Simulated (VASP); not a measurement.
# SrTe (Fm-3m) in VASP: notebook, part 2 of 2

VASP 6.6.1. Earlier steps stand in the parts before.

## (3) Single point, PBEsol

This run uses another cell than the first one, of 37.79 Å³/atom, 1.111 times its volume.

File INCAR:

```
SYSTEM = SrTe
PREC = Accurate ; ENCUT = 500
EDIFF = 1E-6 ; ISMEAR = -1
SIGMA = 0.03 ; LREAL = .False.
LASPH = .True. ; NELM = 120
ALGO = Normal ; ISIF = 2
LWAVE = .False. ; LCHARG = .False.
GGA = PS ; NBANDS = 15
GGA_COMPAT = .False.
```

File KPOINTS:

```
Automatic mesh
0
Gamma
  7 7 7
  0 0 0
```

File POSCAR:

```
SrTe
1.0
    0.0000000000      3.3558353104      3.3558353104
    3.3558353104      0.0000000000      3.3558353104
    3.3558353104      3.3558353104      0.0000000000
Sr Te
1 1
Direct
    0.0000000000      0.0000000000      0.0000000000
    0.5000000000      0.5000000000      0.5000000000
```

Potentials or basis: VASP PAW PBE potentials, release 64 (Sr_sv, Te).

On the command line:

```console
> cat potpaw_PBE.64/Sr_sv/POTCAR potpaw_PBE.64/Te/POTCAR > POTCAR
> mpirun -np 1 vasp_std > vasp.out
```

OUTCAR:

```text
SYSTEM = SrTe
   PREC = Accurate
   ENCUT = 500
   EDIFF = 1E-6
   ISMEAR = -1
   LREAL = .False.
   LASPH = .True.
   NELM = 120
   ISIF = 2
   GGA = PS

 ion  position               nearest neighbor table
   1  0.000  0.000  0.000-   2 3.36   2 3.36   2 3.36   2 3.36   2 3.36   2 3.36
   2  0.500  0.500  0.500-   1 3.36   1 3.36   1 3.36   1 3.36   1 3.36   1 3.36

  LATTYP: Found a face centered cubic cell.
 ALAT       =     6.7116706208

  Lattice vectors:

 A1 = (   0.0000000000,   3.3558353104,   3.3558353104)
 A2 = (   3.3558353104,   0.0000000000,   3.3558353104)
 A3 = (   3.3558353104,   3.3558353104,   0.0000000000)

Analysis of symmetry for initial positions (statically):
=====================================================================
 Subroutine PRICEL returns:
 Original cell was already a primitive cell.

 Routine SETGRP: Setting up the symmetry group for a
 face centered cubic supercell.

 Subroutine GETGRP returns: Found 48 space group operations
 (whereof 48 operations were pure point group operations)
 out of a pool of 48 trial point group operations.

The static configuration has the point symmetry O_h .

Analysis of symmetry for dynamics (positions and initial velocities):
=====================================================================
 Subroutine PRICEL returns:
 Original cell was already a primitive cell.

 Routine SETGRP: Setting up the symmetry group for a
 face centered cubic supercell.

 Subroutine GETGRP returns: Found 48 space group operations
 (whereof 48 operations were pure point group operations)
 out of a pool of 48 trial point group operations.

The dynamic configuration has the point symmetry O_h .

 Subroutine INISYM returns: Found 48 space group operations
 (whereof 48 operations are pure point group operations),
 and found     1 'primitive' translations

----------------------------------------------------------------------------------------

                                     Primitive cell

  volume of cell :      75.5844

  direct lattice vectors                    reciprocal lattice vectors
     0.000000000  3.355835310  3.355835310    -0.148994201  0.148994201  0.148994201
     3.355835310  0.000000000  3.355835310     0.148994201 -0.148994201  0.148994201
     3.355835310  3.355835310  0.000000000     0.148994201  0.148994201 -0.148994201

  length of vectors
     4.745867809  4.745867809  4.745867809     0.258065526  0.258065526  0.258065526

  position of ions in fractional coordinates (direct lattice)
     0.000000000  0.000000000  0.000000000
     0.500000000  0.500000000  0.500000000

  ion indices of the primitive-cell ions
   primitive index   ion index
                 1           1
                 2           2

----------------------------------------------------------------------------------------

 KPOINTS: Automatic mesh

Automatic generation of k-mesh.
 Grid dimensions read from file:
 generate k-points for:    7    7    7

 Generating k-lattice:

  Cartesian coordinates                     Fractional coordinates (reciprocal lattice)
    -0.021284886  0.021284886  0.021284886     0.142857143  0.000000000  0.000000000
     0.021284886 -0.021284886  0.021284886     0.000000000  0.142857143  0.000000000
     0.021284886  0.021284886 -0.021284886     0.000000000  0.000000000  0.142857143

  Length of vectors
     0.036866504  0.036866504  0.036866504

[... 32 lines left out ...]
   total plane-waves  NPLWV =  46656
   dimension x,y,z NGX =    36 NGY =   36 NGZ =   36
   dimension x,y,z NGXF=    72 NGYF=   72 NGZF=   72
   ions per type =               1   1
   NGX,Y,Z   is equivalent  to a cutoff of  12.61, 12.61, 12.61 a.u.
   NGXF,Y,Z  is equivalent  to a cutoff of  25.22, 25.22, 25.22 a.u.
 SYSTEM =  SrTe
   PREC   = accura    normal or accurate (medium, high low for compatibility)
   ISTART =      0    job   : 0-new  1-cont  2-samecut
   ICHARG =      2    charge: 1-file 2-atom 10-const
   ISPIN  =      1    spin polarized calculation?
   LNONCOLLINEAR =      F non collinear calculations
   LSORBIT =      F    spin-orbit coupling
   LASPH  =      T    aspherical Exc in radial PAW
   ENCUT  =  500.0 eV  36.75 Ry    6.06 a.u.   8.65  8.65  8.65*2*pi/ulx,y,z
   NELM   =    120;   NELMIN=  2; NELMDL= -5     # of ELM steps
   EDIFF  = 0.1E-05   stopping-criterion for ELM
   LREAL  =      F    real-space projection
   EDIFFG = 0.1E-04   stopping-criterion for IOM
   NSW    =      0    number of steps for IOM
   IBRION =     -1    ionic relax: 0-MD 1-quasi-New 2-CG
   NFREE  =      0    steps in history (QN), initial steepest desc. (CG)
   ISIF   =      2    stress and relaxation
   ISYM   =      2    0-nonsym 1-usesym 2-fastsym
   POTIM  = 0.5000    time-step for ionic-motion
   TEBEG  =    0.0;   TEEND  =   0.0 temperature during run
   PSTRESS=    0.0 pullay stress
   NELECT =      16.0000    total number of electrons
   NUPDOWN=      -1.0000    fix difference up-down
   EMIN   =  10.00;   EMAX   =-10.00  energy-range for DOS
   EFERMI =   0.00;   METHOD = LEGACY
   ISMEAR =    -1;   SIGMA  =   0.03  broadening in eV -4-tet -1-fermi 0-gaus
   EFERMI_NEDOS =   21; number of points for ismear=-14 and -15
   IALGO  =     38    algorithm
   IMIX   =      4    mixing-type and parameters
     AMIX     =   0.40;   BMIX     =  1.00
     AMIX_MAG =   1.60;   BMIX_MAG =  1.00
  volume/ion in A,a.u.               =      37.79       255.03
  Fermi-wavevector in a.u.,A,eV,Ry     =   0.975673  1.843754 12.951894  0.951937
  Thomas-Fermi vector in A             =   2.106231
   LORBIT       =      0    0 simple, 1 ext, 2 COOP (PROOUT), +10 PAW based schemes
   GGA     = PS    functional components
   LHFCALC =     F    Hartree Fock is set to
   AEXX    =    0.0000 exact exchange contribution
   IVDW    =     0    specifies the selected vdW correction
   LEPSILON=     F    determine dielectric tensor
   LRPA    =     F    only Hartree local field effects (RPA)
 non-spin polarized calculation
  energy-cutoff  :      500.00
  volume of cell :       75.58
 maximum number of plane-waves:      1940
   NGX = 17   NGY = 17   NGZ = 17

 number of electron      16.0000000 magnetization

 Free energy of the ion-electron system (eV)
  ---------------------------------------------------
  ext. energy  EPLUGINS =         0.00000000
  ---------------------------------------------------
  free energy    TOTEN  =        -8.81931978 eV

  energy without entropy =       -8.81931978  energy(sigma->0) =       -8.81931978

 E-fermi :   3.2920     XC(G=0):  -8.5831

 val. band max:        2.5753849548   @ k =   0.0000   0.0000   0.0000
 cond. band min:       4.2938408246   @ k =   0.4286   0.4286   0.0000
 fundamental gap:      1.7184558698
 Fermi energy:         3.2919930799

 k-point     1 :       0.0000    0.0000    0.0000
  band No.  band energies     occupation
      1     -32.0610      2.00000
      2     -14.0647      2.00000
      3     -14.0647      2.00000
      4     -14.0647      2.00000
      5      -7.3722      2.00000
      6       2.5754      2.00000
      7       2.5754      2.00000
      8       2.5754      2.00000
      9       5.1788      0.00000
     10       5.8070      0.00000
     11       5.8070      0.00000
     12       5.8070      0.00000
     13       6.4603      0.00000
     14       6.4603      0.00000
[... 329 lines left out ...]
      2     -14.1269      2.00000
      3     -14.1240      2.00000
      4     -14.0934      2.00000
      5      -6.8397      2.00000
      6       0.7750      2.00000
      7       0.9318      2.00000
      8       1.3872      2.00000
      9       5.9756      0.00000
     10       6.9398      0.00000
     11       7.1852      0.00000
     12       8.2321      0.00000
     13       8.5098      0.00000
     14       9.5107      0.00000
     15      10.8670      0.00000

------------------------ aborting loop because EDIFF is reached ----------------------------------------

  FORCE on cell =-STRESS in cart. coord.  units (eV):
  Direction    XX          YY          ZZ          XY          YZ          ZX
  --------------------------------------------------------------------------------------
  -------------------------------------------------------------------------------------
  Total       -0.6687685     -0.6687685     -0.6687685      0.0000000      0.0000000     -0.0000000
  in kB      -14.1760246    -14.1760246    -14.1760246      0.0000000      0.0000000     -0.0000000
  external PRESSURE =     -14.1760246 kB  Pullay stress =       0.0000000 kB

 VOLUME and BASIS-vectors are now :
 -----------------------------------------------------------------------------
  energy-cutoff  :      500.00
  volume of cell :       75.58
      direct lattice vectors                 reciprocal lattice vectors
     0.000000000  3.355835310  3.355835310    -0.148994201  0.148994201  0.148994201
     3.355835310  0.000000000  3.355835310     0.148994201 -0.148994201  0.148994201
     3.355835310  3.355835310  0.000000000     0.148994201  0.148994201 -0.148994201

 POSITION                                       TOTAL-FORCE (eV/Angst)
 -----------------------------------------------------------------------------------
      0.00000      0.00000      0.00000        -0.000000     -0.000000     -0.000000
      3.35584      3.35584      3.35584         0.000000      0.000000      0.000000
 -----------------------------------------------------------------------------------
    total drift:                                0.000000      0.000000      0.000000

  FREE ENERGIE OF THE ION-ELECTRON SYSTEM (eV)
  ---------------------------------------------------
  free  energy   TOTEN  =        -8.8193197805 eV

  energy  without entropy=       -8.8193197805  energy(sigma->0) =       -8.81931978
```

OSZICAR:

```text
N       E                     dE             d eps       ncg     rms          rms(c)
DAV:   1     0.634920034913E+02    0.63492E+02   -0.66271E+03   600   0.892E+02
DAV:   2    -0.497759209528E+01   -0.68470E+02   -0.63518E+02   804   0.175E+02
DAV:   3    -0.883656907395E+01   -0.38590E+01   -0.38356E+01   904   0.350E+01
DAV:   4    -0.893343751070E+01   -0.96868E-01   -0.96822E-01   797   0.569E+00
DAV:   5    -0.893654693683E+01   -0.31094E-02   -0.31093E-02   900   0.768E-01    0.151E+01
DAV:   6    -0.882697094941E+01    0.10958E+00   -0.12912E-01   726   0.204E+00    0.889E+00
DAV:   7    -0.882031746579E+01    0.66535E-02   -0.14977E-01   748   0.242E+00    0.109E+00
DAV:   8    -0.881912956445E+01    0.11879E-02   -0.21486E-02   656   0.699E-01    0.395E-01
DAV:   9    -0.881920221687E+01   -0.72652E-04   -0.88560E-04   775   0.203E-01    0.219E-01
DAV:  10    -0.881931392254E+01   -0.11171E-03   -0.79530E-05   656   0.577E-02    0.370E-02
DAV:  11    -0.881931929320E+01   -0.53707E-05   -0.85011E-06   867   0.131E-02    0.360E-02
DAV:  12    -0.881931978050E+01   -0.48731E-06   -0.66756E-06   754   0.115E-02
   1 F= -.88193198E+01 E0= -.88193198E+01  d E =-.553693E-12
```

It used 37 s of CPU time on 1 thread of AMD EPYC 7R13 Processor (Zen 3), on a shared host.

Results:

```
Free energy            : -8.8193 eV
Pressure               : -1.4 GPa
Band gap on the k mesh : 1.72 eV, indirect (least direct gap 2.44 eV)
```

Levels at points of the mesh, in eV from the valence-band top:
```csv
k point,band 4,band 5,band 6,band 7,band 8,band 9,band 10,band 11,band 12,band 13
"(0.00, 0.00, 0.00)",-16.64,-9.95,0.00,0.00,0.00,2.60,3.23,3.23,3.23,3.88
```

Caveat: the PAW data sets were made with another functional, which shifts forces and pressure a little; spin-orbit coupling is left out, which moves the levels of the heavy elements. A k mesh can miss the band edges.

## (4) Single point, PBEsol

This run uses another cell than the first one, of 37.79 Å³/atom, 1.111 times its volume.

File INCAR:

```
ALGO = Normal
EDIFF = 1E-6
ENCUT = 500
GGA = PS
GGA_COMPAT = F
ISIF = 2
ISMEAR = -1
LASPH = T
LCHARG = F
LREAL = F
LWAVE = F
NBANDS = 15
NELM = 120
PREC = Accurate
SIGMA = 0.03
```

File KPOINTS:

```
k-points
0
Gamma
  7 7 7
```

POSCAR is that of step 3.

Potentials or basis: VASP PAW PBE potentials, release 64 (Sr_sv, Te).

On the command line:

```console
> cat potpaw_PBE.64/Sr_sv/POTCAR potpaw_PBE.64/Te/POTCAR > POTCAR
> mpirun -np 1 vasp_std > vasp.out
```

OUTCAR:

```text
EDIFF = 1E-6
   ENCUT = 500
   GGA = PS
   ISIF = 2
   ISMEAR = -1
   LASPH = T
   LREAL = F
   NELM = 120
   PREC = Accurate

 ion  position               nearest neighbor table
   1  0.000  0.000  0.000-   2 3.36   2 3.36   2 3.36   2 3.36   2 3.36   2 3.36
   2  0.500  0.500  0.500-   1 3.36   1 3.36   1 3.36   1 3.36   1 3.36   1 3.36

  LATTYP: Found a face centered cubic cell.
 ALAT       =     6.7116706208

  Lattice vectors:

 A1 = (   0.0000000000,   3.3558353104,   3.3558353104)
 A2 = (   3.3558353104,   0.0000000000,   3.3558353104)
 A3 = (   3.3558353104,   3.3558353104,   0.0000000000)

Analysis of symmetry for initial positions (statically):
=====================================================================
 Subroutine PRICEL returns:
 Original cell was already a primitive cell.

 Routine SETGRP: Setting up the symmetry group for a
 face centered cubic supercell.

 Subroutine GETGRP returns: Found 48 space group operations
 (whereof 48 operations were pure point group operations)
 out of a pool of 48 trial point group operations.
[... 167 lines left out ...]
      2     -14.0647      2.00000
      3     -14.0647      2.00000
      4     -14.0647      2.00000
      5      -7.3722      2.00000
      6       2.5754      2.00000
      7       2.5754      2.00000
      8       2.5754      2.00000
      9       5.1788      0.00000
     10       5.8070      0.00000
     11       5.8070      0.00000
     12       5.8070      0.00000
     13       6.4603      0.00000
     14       6.4603      0.00000
[... 329 lines left out ...]
      2     -14.1269      2.00000
      3     -14.1240      2.00000
      4     -14.0934      2.00000
      5      -6.8397      2.00000
      6       0.7750      2.00000
      7       0.9318      2.00000
      8       1.3872      2.00000
      9       5.9756      0.00000
     10       6.9398      0.00000
     11       7.1852      0.00000
     12       8.2321      0.00000
     13       8.5098      0.00000
     14       9.5107      0.00000
     15      10.8670      0.00000

------------------------ aborting loop because EDIFF is reached ----------------------------------------

  FORCE on cell =-STRESS in cart. coord.  units (eV):
  Direction    XX          YY          ZZ          XY          YZ          ZX
  --------------------------------------------------------------------------------------
  -------------------------------------------------------------------------------------
  Total       -0.6687685     -0.6687685     -0.6687685      0.0000000      0.0000000     -0.0000000
  in kB      -14.1760246    -14.1760246    -14.1760246      0.0000000      0.0000000     -0.0000000
  external PRESSURE =     -14.1760246 kB  Pullay stress =       0.0000000 kB

 VOLUME and BASIS-vectors are now :
 -----------------------------------------------------------------------------
  energy-cutoff  :      500.00
  volume of cell :       75.58
      direct lattice vectors                 reciprocal lattice vectors
     0.000000000  3.355835310  3.355835310    -0.148994201  0.148994201  0.148994201
     3.355835310  0.000000000  3.355835310     0.148994201 -0.148994201  0.148994201
     3.355835310  3.355835310  0.000000000     0.148994201  0.148994201 -0.148994201

 POSITION                                       TOTAL-FORCE (eV/Angst)
 -----------------------------------------------------------------------------------
      0.00000      0.00000      0.00000        -0.000000     -0.000000     -0.000000
      3.35584      3.35584      3.35584         0.000000      0.000000      0.000000
 -----------------------------------------------------------------------------------
    total drift:                                0.000000      0.000000      0.000000

  FREE ENERGIE OF THE ION-ELECTRON SYSTEM (eV)
  ---------------------------------------------------
  free  energy   TOTEN  =        -8.8193197805 eV

  energy  without entropy=       -8.8193197805  energy(sigma->0) =       -8.81931978
```

OSZICAR:

```text
N       E                     dE             d eps       ncg     rms          rms(c)
DAV:   1     0.634920034913E+02    0.63492E+02   -0.66271E+03   600   0.892E+02
DAV:   2    -0.497759209528E+01   -0.68470E+02   -0.63518E+02   804   0.175E+02
DAV:   3    -0.883656907395E+01   -0.38590E+01   -0.38356E+01   904   0.350E+01
DAV:   4    -0.893343751070E+01   -0.96868E-01   -0.96822E-01   797   0.569E+00
DAV:   5    -0.893654693683E+01   -0.31094E-02   -0.31093E-02   900   0.768E-01    0.151E+01
DAV:   6    -0.882697094941E+01    0.10958E+00   -0.12912E-01   726   0.204E+00    0.889E+00
DAV:   7    -0.882031746579E+01    0.66535E-02   -0.14977E-01   748   0.242E+00    0.109E+00
DAV:   8    -0.881912956445E+01    0.11879E-02   -0.21486E-02   656   0.699E-01    0.395E-01
DAV:   9    -0.881920221687E+01   -0.72652E-04   -0.88560E-04   775   0.203E-01    0.219E-01
DAV:  10    -0.881931392254E+01   -0.11171E-03   -0.79530E-05   656   0.577E-02    0.370E-02
DAV:  11    -0.881931929320E+01   -0.53707E-05   -0.85011E-06   867   0.131E-02    0.360E-02
DAV:  12    -0.881931978050E+01   -0.48731E-06   -0.66756E-06   754   0.115E-02
   1 F= -.88193198E+01 E0= -.88193198E+01  d E =-.553693E-12
```

stdout:

```text
POSCAR found type information on POSCAR SrTe
 POSCAR found :  2 types and       2 ions
 scaLAPACK will be used
 -----------------------------------------------------------------------------
|                                                                             |
|                                                                             |
|     You enforced a specific xc type in the INCAR file but a different       |
|     I HOPE YOU KNOW WHAT YOU ARE DOING!                                     |
|                                                                             |
 -----------------------------------------------------------------------------

 LDA part: xc-table for (Slater+PW92), standard interpolation
 POSCAR, INCAR and KPOINTS ok, starting setup
 FFT: planning ... GRIDC
 FFT: planning ... GRID_SOFT
 FFT: planning ... GRID
 WAVECAR not read
 entering main loop
```

It used 35 s of CPU time on 1 thread of AMD EPYC 7R13 Processor (Zen 3), on a shared host.

Results:

```yaml
Free_energy: -8.8193 eV
Pressure: -1.4 GPa
Band_gap_on_the_k_mesh: 1.72 eV, indirect (least direct gap 2.44 eV)
```

Caveat: the PAW data sets were made with another functional, which shifts forces and pressure a little; spin-orbit coupling is left out, which moves the levels of the heavy elements.
